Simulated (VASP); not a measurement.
# Ta (Im-3m) in VASP: further runs, part 2 of 2

VASP 6.6.1. Earlier steps stand in the parts before.

### 4 Single point, PBEsol

This run uses another cell than the first one, of 17.51 Å³/atom, 1.009 times its volume.

Contents of INCAR:

```
SYSTEM = Ta
PREC     = Accurate       ! precision mode
ENCUT    = 520            ! plane-wave cutoff, eV
EDIFF    = 1E-6           ! SCF threshold, eV
ISMEAR   = -1             ! smearing method
SIGMA    = 0.1            ! smearing width, eV
LREAL    = .FALSE.        ! projectors in reciprocal space
LASPH    = .TRUE.         ! aspherical terms in the spheres
NELM     = 60             ! most SCF steps
ALGO     = Normal         ! electronic algorithm
ISIF     = 2              ! what is computed and relaxed
LWAVE    = .FALSE.        ! write WAVECAR
LCHARG   = .TRUE.         ! write CHGCAR
GGA      = PS             ! functional
LELF     = .TRUE.         ! ELF
LVHAR    = .TRUE.       
NBANDS   = 12             ! bands
```

Contents of KPOINTS:

```
Automatic mesh
0
G
  24 24 24
  0 0 0
```

Contents of POSCAR:

```
Ta
1.0
   -1.6359064354      1.6359064354      1.6359064354
    1.6359064354     -1.6359064354      1.6359064354
    1.6359064354      1.6359064354     -1.6359064354
Ta
1
Direct
    0.0000000000      0.0000000000      0.0000000000
```

Potentials or basis: VASP PAW PBE potentials, release 64 (Ta_pv).

On the command line:

```console
> cat potpaw_PBE.64/Ta_pv/POTCAR > POTCAR
> mpirun -np 1 vasp_std > vasp.out
```

OUTCAR:

```text
SYSTEM = Ta
   PREC = Accurate
   ENCUT = 520
   EDIFF = 1E-6
   ISMEAR = -1
   LREAL = .FALSE.
   LASPH = .TRUE.
   NELM = 60
   ISIF = 2
   GGA = PS

 ion  position               nearest neighbor table
   1  0.000  0.000  0.000-

  LATTYP: Found a body centered cubic cell.
 ALAT       =     3.2718128708

  Lattice vectors:

 A1 = (  -1.6359064354,   1.6359064354,   1.6359064354)
 A2 = (   1.6359064354,  -1.6359064354,   1.6359064354)
 A3 = (   1.6359064354,   1.6359064354,  -1.6359064354)

Analysis of symmetry for initial positions (statically):
=====================================================================
 Subroutine PRICEL returns:
 Original cell was already a primitive cell.

 Routine SETGRP: Setting up the symmetry group for a
 body centered cubic supercell.

 Subroutine GETGRP returns: Found 48 space group operations
 (whereof 48 operations were pure point group operations)
 out of a pool of 48 trial point group operations.

The static configuration has the point symmetry O_h .

Analysis of symmetry for dynamics (positions and initial velocities):
[... 165 lines left out ...]
  band No.  band energies     occupation
      1     -27.3608      2.00000
      2     -27.3608      2.00000
      3     -27.3608      2.00000
      4      -2.4874      2.00000
      5       6.2697      0.00157
      6       6.2697      0.00157
      7       6.2697      0.00157
      8       9.6409      0.00000
      9       9.6409      0.00000
     10      20.3120      0.00000
     11      20.7231      0.00000
     12      20.7231      0.00000
[... 331 lines left out ...]
 k-point    24 :       0.4583    0.0417   -0.0000
  band No.  band energies     occupation
      1     -28.6429      2.00000
      2     -27.7820      2.00000
      3     -27.3795      2.00000
      4       1.0933      2.00000
      5       3.9330      2.00000
      6       7.1206      0.00000
      7       9.5165      0.00000
      8      10.6540      0.00000
      9      13.6422      0.00000
     10      17.6424      0.00000
     11      17.8417      0.00000
     12      20.3327      0.00000

 [... further k-points ...]

------------------------ aborting loop because EDIFF is reached ----------------------------------------

  FORCE on cell =-STRESS in cart. coord.  units (eV):
  Direction    XX          YY          ZZ          XY          YZ          ZX
  --------------------------------------------------------------------------------------
  -------------------------------------------------------------------------------------
  Total        0.2411974      0.2411974      0.2411974      0.0000000      0.0000000      0.0000000
  in kB       22.0672272     22.0672272     22.0672272      0.0000000      0.0000000      0.0000000
  external PRESSURE =      22.0672272 kB  Pullay stress =       0.0000000 kB

 VOLUME and BASIS-vectors are now :
 -----------------------------------------------------------------------------
  energy-cutoff  :      520.00
  volume of cell :       17.51
      direct lattice vectors                 reciprocal lattice vectors
    -1.635906435  1.635906435  1.635906435     0.000000000  0.305640952  0.305640952
     1.635906435 -1.635906435  1.635906435     0.305640952  0.000000000  0.305640952
     1.635906435  1.635906435 -1.635906435     0.305640952  0.305640952  0.000000000

 POSITION                                       TOTAL-FORCE (eV/Angst)
 -----------------------------------------------------------------------------------
      0.00000      0.00000      0.00000         0.000000      0.000000      0.000000
 -----------------------------------------------------------------------------------
    total drift:                                0.000000      0.000000      0.000000

  FREE ENERGIE OF THE ION-ELECTRON SYSTEM (eV)
  ---------------------------------------------------
  free  energy   TOTEN  =       -12.5711591264 eV

  energy  without entropy=      -12.5292506057  energy(sigma->0) =      -12.55020487
```

Run time: 90 s. Hardware: 1 thread of AMD EPYC 7R43 (Zen 3), shared host; peak memory 0.18 GiB.

What came out:

- Free energy: -12.5712 eV
- Pressure: 2.2 GPa

Caveat: the PAW data sets were made with another functional, which shifts forces and pressure a little; spin-orbit coupling is left out, which moves the levels of the heavy elements.

### 5 Overview

| cell | gap on the mesh (eV) | pressure (GPa) |
| --- | --- | --- |
| a = 2.825 Å, angles 109.5°, 1 atom | none | 4.2 |
| a = 2.838 Å, angles 109.5°, 1 atom | none | 1.2 |
| a = 2.833 Å, angles 109.5°, 1 atom | none | 2.2 |

Alike in all rows: task single point; level PBEsol; potentials or basis VASP PAW PBE potentials, release 64 (Ta_pv); no spin polarisation; k mesh 24 × 24 × 24; cutoff (eV) 520; smearing fermi-dirac 0.1 eV.

Caveats: the PAW data sets were made with another functional, which shifts forces and pressure a little; spin-orbit coupling is left out, which moves the levels of the heavy elements.

Total energies depend on the potentials used, so only differences within one code and one set of settings carry meaning.
